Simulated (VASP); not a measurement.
# BP in VASP: notebook

BP is run at these levels: RPBE; tasks: single point.

Program: VASP 6.6.1. These are calculated values, not measurements. Logs are shortened: lines on timing, memory, paths and dates and some standing lists are left out, and cuts for length are marked.

### Step 1. The cell of the first run

The structure is cubic, space group F-43m (No. 216). Conventional cell: a = 4.538 Å, b = 4.538 Å, c = 4.538 Å, α = 90.00°, β = 90.00°, γ = 90.00°. B (site symmetry -43m) has 4 P at 1.97 Å within 2.6 Å. Within 2.6 Å of P (site symmetry -43m) lie 4 B at 1.97 Å.

### Step 2. Single point, RPBE

Input file INCAR:

```
PREC = Accurate ; ENCUT = 500
EDIFF = 1E-6 ; ISMEAR = -1
SIGMA = 0.02 ; LREAL = False
LASPH = True ; NELM = 120
ALGO = Normal ; ISIF = 2
LWAVE = False ; LCHARG = False
GGA = RP ; NBANDS = 11
GGA_COMPAT = False
```

Input file KPOINTS:

```
Automatic mesh
0
Gamma
  7 7 7
```

Input file POSCAR:

```
BP
1.0
    0.0000000000      2.2690000000      2.2690000000
    2.2690000000      0.0000000000      2.2690000000
    2.2690000000      2.2690000000      0.0000000000
B P
1 1
Direct
    0.0000000000      0.0000000000      0.0000000000
    0.2500000000      0.2500000000      0.2500000000
```

Potentials or basis: VASP PAW PBE potentials, release 64 (B, P).

On the command line:

```bash
$ cat potpaw_PBE.64/B/POTCAR potpaw_PBE.64/P/POTCAR > POTCAR
$ mpirun -np 1 vasp_std > vasp.out
```

OUTCAR:

```text
PREC = Accurate
   ENCUT = 500
   EDIFF = 1E-6
   ISMEAR = -1
   LREAL = False
   LASPH = True
   NELM = 120
   ISIF = 2
   GGA = RP

 ion  position               nearest neighbor table
   1  0.000  0.000  0.000-   2 1.97   2 1.97   2 1.97   2 1.97
   2  0.250  0.250  0.250-   1 1.97   1 1.97   1 1.97   1 1.97

  LATTYP: Found a face centered cubic cell.
 ALAT       =     4.5380000000

  Lattice vectors:

 A1 = (   0.0000000000,   2.2690000000,   2.2690000000)
 A2 = (   2.2690000000,   0.0000000000,   2.2690000000)
 A3 = (   2.2690000000,   2.2690000000,   0.0000000000)

Analysis of symmetry for initial positions (statically):
[... 5 lines left out ...]
 face centered cubic supercell.

 Subroutine GETGRP returns: Found 24 space group operations
 (whereof 24 operations were pure point group operations)
 out of a pool of 48 trial point group operations.

The static configuration has the point symmetry T_d .

Analysis of symmetry for dynamics (positions and initial velocities):
[... 5 lines left out ...]
 face centered cubic supercell.

 Subroutine GETGRP returns: Found 24 space group operations
 (whereof 24 operations were pure point group operations)
 out of a pool of 48 trial point group operations.

The dynamic configuration has the point symmetry T_d .

 Subroutine INISYM returns: Found 24 space group operations
 (whereof 24 operations are pure point group operations),
 and found     1 'primitive' translations

----------------------------------------------------------------------------------------

                                     Primitive cell

  volume of cell :      23.3633

  direct lattice vectors                    reciprocal lattice vectors
     0.000000000  2.269000000  2.269000000    -0.220361393  0.220361393  0.220361393
     2.269000000  0.000000000  2.269000000     0.220361393 -0.220361393  0.220361393
     2.269000000  2.269000000  0.000000000     0.220361393  0.220361393 -0.220361393

  length of vectors
     3.208850573  3.208850573  3.208850573     0.381677128  0.381677128  0.381677128

  position of ions in fractional coordinates (direct lattice)
     0.000000000  0.000000000  0.000000000
     0.250000000  0.250000000  0.250000000

  ion indices of the primitive-cell ions
   primitive index   ion index
                 1           1
                 2           2

----------------------------------------------------------------------------------------

 KPOINTS: Automatic mesh
[... 66 lines left out ...]
   NSW    =      0    number of steps for IOM
   IBRION =     -1    ionic relax: 0-MD 1-quasi-New 2-CG
   NFREE  =      0    steps in history (QN), initial steepest desc. (CG)
   ISIF   =      2    stress and relaxation
   ISYM   =      2    0-nonsym 1-usesym 2-fastsym
   POTIM  = 0.5000    time-step for ionic-motion
   TEBEG  =    0.0;   TEEND  =   0.0 temperature during run
   PSTRESS=    0.0 pullay stress
   NELECT =       8.0000    total number of electrons
   NUPDOWN=      -1.0000    fix difference up-down
   EMIN   =  10.00;   EMAX   =-10.00  energy-range for DOS
   EFERMI =   0.00;   METHOD = LEGACY
   ISMEAR =    -1;   SIGMA  =   0.02  broadening in eV -4-tet -1-fermi 0-gaus
   EFERMI_NEDOS =   21; number of points for ismear=-14 and -15
   IALGO  =     38    algorithm
   IMIX   =      4    mixing-type and parameters
     AMIX     =   0.40;   BMIX     =  1.00
     AMIX_MAG =   1.60;   BMIX_MAG =  1.00
  volume/ion in A,a.u.               =      11.68        78.83
  Fermi-wavevector in a.u.,A,eV,Ry     =   1.145320  2.164342 17.847562  1.311759
  Thomas-Fermi vector in A             =   2.282009
   LORBIT       =      0    0 simple, 1 ext, 2 COOP (PROOUT), +10 PAW based schemes
   GGA     = RP    functional components
   LHFCALC =     F    Hartree Fock is set to
   AEXX    =    0.0000 exact exchange contribution
   IVDW    =     0    specifies the selected vdW correction
   LEPSILON=     F    determine dielectric tensor
   LRPA    =     F    only Hartree local field effects (RPA)
 non-spin polarized calculation
  energy-cutoff  :      500.00
  volume of cell :       23.36
 maximum number of plane-waves:       609
   NGX = 11   NGY = 11   NGZ = 11

 number of electron       8.0000000 magnetization

 Free energy of the ion-electron system (eV)
  ---------------------------------------------------
  ext. energy  EPLUGINS =         0.00000000
  ---------------------------------------------------
  free energy    TOTEN  =       -12.26317195 eV

  energy without entropy =      -12.26317195  energy(sigma->0) =      -12.26317195

 E-fermi :   7.9061     XC(G=0): -10.8335

 val. band max:        7.5234114780   @ k =   0.0000   0.0000   0.0000
 cond. band min:       8.7725971726   @ k =   0.4286   0.4286   0.0000
 fundamental gap:      1.2491856946
 Fermi energy:         7.9060754119

 k-point     1 :       0.0000    0.0000    0.0000
  band No.  band energies     occupation
      1      -7.9551      2.00000
      2       7.5234      2.00000
      3       7.5234      2.00000
      4       7.5234      2.00000
      5      10.9157      0.00000
      6      10.9157      0.00000
      7      10.9157      0.00000
      8      14.9387      0.00000
      9      19.1866      0.00000
     10      19.5617      0.00000
     11      19.5617      0.00000
[... 253 lines left out ...]
 k-point    20 :      -0.2857    0.4286    0.1429
  band No.  band energies     occupation
      1      -3.0648      2.00000
      2      -0.5136      2.00000
      3       1.3979      2.00000
      4       3.0891      2.00000
      5      11.5821      0.00000
      6      14.4173      0.00000
      7      15.5257      0.00000
      8      16.0255      0.00000
      9      19.4976      0.00000
     10      22.1484      0.00000
     11      25.3157      0.00000

------------------------ aborting loop because EDIFF is reached ----------------------------------------

  FORCE on cell =-STRESS in cart. coord.  units (eV):
  Direction    XX          YY          ZZ          XY          YZ          ZX
  --------------------------------------------------------------------------------------
  -------------------------------------------------------------------------------------
  Total        0.5181197      0.5181197      0.5181197      0.0000000     -0.0000000      0.0000000
  in kB       35.5309843     35.5309843     35.5309843      0.0000000     -0.0000000      0.0000000
  external PRESSURE =      35.5309843 kB  Pullay stress =       0.0000000 kB

 VOLUME and BASIS-vectors are now :
 -----------------------------------------------------------------------------
  energy-cutoff  :      500.00
  volume of cell :       23.36
      direct lattice vectors                 reciprocal lattice vectors
     0.000000000  2.269000000  2.269000000    -0.220361393  0.220361393  0.220361393
     2.269000000  0.000000000  2.269000000     0.220361393 -0.220361393  0.220361393
     2.269000000  2.269000000  0.000000000     0.220361393  0.220361393 -0.220361393

 POSITION                                       TOTAL-FORCE (eV/Angst)
 -----------------------------------------------------------------------------------
      0.00000      0.00000      0.00000        -0.000000     -0.000000     -0.000000
      1.13450      1.13450      1.13450         0.000000      0.000000      0.000000
 -----------------------------------------------------------------------------------
    total drift:                                0.000000      0.000000      0.000000

  FREE ENERGIE OF THE ION-ELECTRON SYSTEM (eV)
  ---------------------------------------------------
  free  energy   TOTEN  =       -12.2631719482 eV

  energy  without entropy=      -12.2631719482  energy(sigma->0) =      -12.26317195
```

OSZICAR:

```text
N       E                     dE             d eps       ncg     rms          rms(c)
DAV:   1     0.743356326118E+01    0.74336E+01   -0.37654E+03   440   0.623E+02
DAV:   2    -0.124412775772E+02   -0.19875E+02   -0.19284E+02   576   0.103E+02
DAV:   3    -0.129165612362E+02   -0.47528E+00   -0.47459E+00   566   0.139E+01
DAV:   4    -0.129183254127E+02   -0.17642E-02   -0.17641E-02   488   0.995E-01
DAV:   5    -0.129183355127E+02   -0.10100E-04   -0.10100E-04   560   0.745E-02    0.800E+00
DAV:   6    -0.123487315795E+02    0.56960E+00   -0.12777E+00   500   0.486E+00    0.440E+00
DAV:   7    -0.122667563484E+02    0.81975E-01   -0.24083E-01   552   0.242E+00    0.142E+00
DAV:   8    -0.122621651583E+02    0.45912E-02   -0.25051E-02   518   0.948E-01    0.168E-01
DAV:   9    -0.122628125032E+02   -0.64734E-03   -0.86970E-04   503   0.192E-01    0.840E-02
DAV:  10    -0.122631492195E+02   -0.33672E-03   -0.42485E-04   513   0.133E-01    0.258E-02
DAV:  11    -0.122631696785E+02   -0.20459E-04   -0.27158E-05   536   0.358E-02    0.266E-02
DAV:  12    -0.122631721437E+02   -0.24652E-05   -0.49441E-06   509   0.140E-02    0.115E-02
DAV:  13    -0.122631719482E+02    0.19556E-06   -0.87672E-08   289   0.204E-03
   1 F= -.12263172E+02 E0= -.12263172E+02  d E =-.345426E-10
```

stdout:

```text
POSCAR found type information on POSCAR B P
 POSCAR found :  2 types and       2 ions
 scaLAPACK will be used
 -----------------------------------------------------------------------------
|                                                                             |
|                                                                             |
|     You enforced a specific xc type in the INCAR file but a different       |
|     I HOPE YOU KNOW WHAT YOU ARE DOING!                                     |
|                                                                             |
 -----------------------------------------------------------------------------

 LDA part: xc-table for (Slater+PW92), standard interpolation
 POSCAR, INCAR and KPOINTS ok, starting setup
 FFT: planning ... GRIDC
 FFT: planning ... GRID_SOFT
 FFT: planning ... GRID
 WAVECAR not read
 entering main loop
```

Wall time 4.2 s (1 thread of Intel Xeon 8259CL, shared host); peak memory 0.13 GiB.

Results:

| Property | Result |
| --- | --- |
| Free energy | -12.2632 eV |
| Pressure | 3.6 GPa |
| Band gap on the k mesh | 1.25 eV, indirect (least direct gap 3.39 eV) |

Levels at points of the mesh, in eV from the valence-band top:
```csv
k point,band 1,band 2,band 3,band 4,band 5,band 6,band 7,band 8,band 9
"(0.00, 0.00, 0.00)",-15.48,0.00,0.00,0.00,3.39,3.39,3.39,7.42,11.66
```

Caveat: the PAW data sets were made with another functional, which shifts forces and pressure a little. A k mesh can miss the band edges.

### Step 3. Single point, RPBE

This run uses another cell than the first one, of the same volume but with other edges.

Input file INCAR:

```
SYSTEM = BP
ALGO     = Normal         ! electronic algorithm
EDIFF    = 1E-6           ! SCF threshold, eV
ENCUT    = 500            ! plane-wave cutoff, eV
GGA      = RP             ! functional
GGA_COMPAT= .False.      
ISIF     = 2              ! what is computed and relaxed
ISMEAR   = -1             ! smearing method
LASPH    = .True.         ! aspherical terms in the spheres
LCHARG   = .True.         ! write CHGCAR
LELF     = .True.         ! ELF
LREAL    = .False.        ! projectors in reciprocal space
LVHAR    = .True.       
LWAVE    = .False.        ! write WAVECAR
NBANDS   = 11             ! bands
NELM     = 120            ! most SCF steps
PREC     = Accurate       ! precision mode
SIGMA    = 0.02           ! smearing width, eV
```

Input file KPOINTS:

```
k-points
0
Gamma
  7 7 7
  0 0 0
```

Input file POSCAR:

```
BP
1.0
    0.0000000000      2.2236200000      2.3625572678
    2.2236200000      0.0000000000      2.3625572678
    2.2236200000      2.2236200000      0.0000000000
B P
1 1
Direct
    0.0000000000      0.0000000000      0.0000000000
    0.2500000000      0.2500000000      0.2500000000
```

Potentials or basis: VASP PAW PBE potentials, release 64 (B, P).

On the command line:

```bash
$ cat potpaw_PBE.64/B/POTCAR potpaw_PBE.64/P/POTCAR > POTCAR
$ mpirun -np 1 vasp_std > vasp.out
```

OUTCAR:

```text
SYSTEM = BP
   EDIFF = 1E-6
   ENCUT = 500
   GGA = RP
   ISIF = 2
   ISMEAR = -1
   LASPH = .True.
   LREAL = .False.
   NELM = 120
   PREC = Accurate

 ion  position               nearest neighbor table
   1  0.000  0.000  0.000-   2 1.97   2 1.97   2 1.97   2 1.97
   2  0.250  0.250  0.250-   1 1.97   1 1.97   1 1.97   1 1.97

  LATTYP: Found a body centered tetragonal cell.
 ALAT       =     3.1446735616
 C/A-ratio  =     1.5025771175

  Lattice vectors:

 A1 = (  -2.2236200000,   0.0000000000,   2.3625572678)
 A2 = (   2.2236200000,   0.0000000000,   2.3625572678)
 A3 = (   0.0000000000,   2.2236200000,  -2.3625572678)

[... 512 lines left out ...]
      9      18.6631      0.00000
     10      20.9373      0.00000
     11      25.1295      0.00000

 [... further k-points ...]
[... 5 lines left out ...]
  --------------------------------------------------------------------------------------
  -------------------------------------------------------------------------------------
  Total        1.3620071      1.3620071     -1.1939468      0.0000000      0.0000000      0.0000000
  in kB       93.4020643     93.4020643    -81.8770275      0.0000000      0.0000000      0.0000000
  external PRESSURE =      34.9757004 kB  Pullay stress =       0.0000000 kB

 VOLUME and BASIS-vectors are now :
 -----------------------------------------------------------------------------
  energy-cutoff  :      500.00
  volume of cell :       23.36
      direct lattice vectors                 reciprocal lattice vectors
     0.000000000  2.223620000  2.362557268    -0.224858564  0.224858564  0.211635082
     2.223620000  0.000000000  2.362557268     0.224858564 -0.224858564  0.211635082
     2.223620000  2.223620000  0.000000000     0.224858564  0.224858564 -0.211635082

 POSITION                                       TOTAL-FORCE (eV/Angst)
 -----------------------------------------------------------------------------------
      0.00000      0.00000      0.00000         0.000000      0.000000      0.000000
      1.11181      1.11181      1.18128        -0.000000     -0.000000      0.000000
 -----------------------------------------------------------------------------------
    total drift:                               -0.000000     -0.000000      0.000000

  FREE ENERGIE OF THE ION-ELECTRON SYSTEM (eV)
  ---------------------------------------------------
  free  energy   TOTEN  =       -12.2128448049 eV

  energy  without entropy=      -12.2128448049  energy(sigma->0) =      -12.21284480
```

Wall time 9.3 s (1 thread of Intel Xeon 8259CL, shared host); peak memory 0.13 GiB.

Results:

* Free energy: -12.2128 eV
* Pressure: 3.5 GPa
* Band gap on the k mesh: 0.80 eV, indirect (least direct gap 3.09 eV)

Stress tensor (GPa, compression positive):
```
 9.34  0.00  0.00
 0.00  9.34  0.00
 0.00  0.00 -8.19
```

Caveat: the PAW data sets were made with another functional, which shifts forces and pressure a little.

### Step 4. Single point, RPBE

Input file INCAR:

```
SYSTEM = BP
PREC     = Accurate       ! precision mode
ENCUT    = 500            ! plane-wave cutoff, eV
EDIFF    = 1E-6           ! SCF threshold, eV
ISMEAR   = -1             ! smearing method
SIGMA    = 0.02           ! smearing width, eV
LREAL    = .False.        ! projectors in reciprocal space
LASPH    = .True.         ! aspherical terms in the spheres
NELM     = 120            ! most SCF steps
ALGO     = Normal         ! electronic algorithm
ISIF     = 2              ! what is computed and relaxed
LWAVE    = .False.        ! write WAVECAR
LCHARG   = .False.        ! write CHGCAR
GGA      = RP             ! functional
NBANDS   = 11             ! bands
GGA_COMPAT= .False.
```

Input file KPOINTS:

```
regular mesh
0
Gamma
  7 7 7
  0 0 0
```

Input file POSCAR:

```
BP
1.0
    0.0000000000      2.2387466667      2.3307386779
    2.2387466667      0.0000000000      2.3307386779
    2.2387466667      2.2387466667      0.0000000000
B P
1 1
Direct
    0.0000000000      0.0000000000      0.0000000000
    0.2500000000      0.2500000000      0.2500000000
```

On the command line:

```bash
$ cat potpaw_PBE.64/B/POTCAR potpaw_PBE.64/P/POTCAR > POTCAR
$ mpirun -np 1 vasp_std > vasp.out
```

Run time: 9.6 s. Hardware: 1 thread of Intel Xeon 8259CL, shared host; peak memory 0.14 GiB.

It converged, with:

- Free energy: -12.2413 eV
- Pressure: 3.5 GPa
- Band gap on the k mesh: 0.95 eV, indirect (least direct gap 3.19 eV)

Stress tensor (GPa, compression positive):
```
 7.31  0.00  0.00
 0.00  7.31  0.00
 0.00  0.00 -4.04
```

Levels at points of the mesh, in eV from the valence-band top:
```csv
k point,band 2,band 3,band 4,band 5,band 6,band 7
"(0.00, 0.00, 0.00)",-0.41,0.00,0.00,3.19,3.19,3.41
```

Caveat: the PAW data sets were made with another functional, which shifts forces and pressure a little. A hybrid or GW would open this gap; RPBE tends to underestimate it.

(Continued in part 2 of 3.)
